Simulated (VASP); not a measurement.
A run of VASP 6.6.1 is set up as follows.

The input INCAR:

```
PREC = Accurate ; ENCUT = 520
EDIFF = 1E-6 ; ISMEAR = 0
SIGMA = 0.05 ; LREAL = False
LASPH = True ; NELM = 100
ALGO = Normal ; ISIF = 2
LWAVE = False ; LCHARG = False
GGA = CA ; IBRION = 2
NSW = 50 ; EDIFFG = -0.01
```

The input KPOINTS:

```
regular mesh
0
Gamma
  6 6 2
```

Contents of POSCAR:

```
K3I2Br
1.0
    4.4755000000      0.0000000000      0.0000000000
   -2.2377500000      3.8758966946      0.0000000000
    0.0000000000      0.0000000000     12.0308000000
K I Br
3 2 1
Direct
    0.0000000000      0.0000000000      0.5000000000
    0.3333333333      0.6666666667      0.1500969033
    0.6666666667      0.3333333333      0.8499030967
    0.3333333333      0.6666666667      0.6750221222
    0.6666666667      0.3333333333      0.3249778778
    0.0000000000      0.0000000000      0.0000000000
```

Potentials or basis: VASP PAW LDA potentials, release 64 (K_sv, I, Br).

Command:

```console
$ cat potpaw_LDA.64/K_sv/POTCAR potpaw_LDA.64/I/POTCAR potpaw_LDA.64/Br/POTCAR > POTCAR
$ mpirun -np 1 vasp_std > vasp.out
```

Q: What does it give for the energy gained by relaxing?

A: 0.0 meV/atom.

Q: What does it give for the band gap on the k mesh?

A: 3.67 eV, direct.

Forces on the atoms (eV/Å):
```
K    0.000  0.000  0.000
K    0.000  0.000  0.008
K    0.000  0.000 -0.008
I    0.000  0.000 -0.009
I    0.000  0.000  0.009
Br   0.000  0.000  0.000
```

Caveat: spin-orbit coupling is left out, which moves the levels of the heavy elements. Expect the measured gap to be larger: semilocal functionals such as LDA lack the derivative discontinuity.
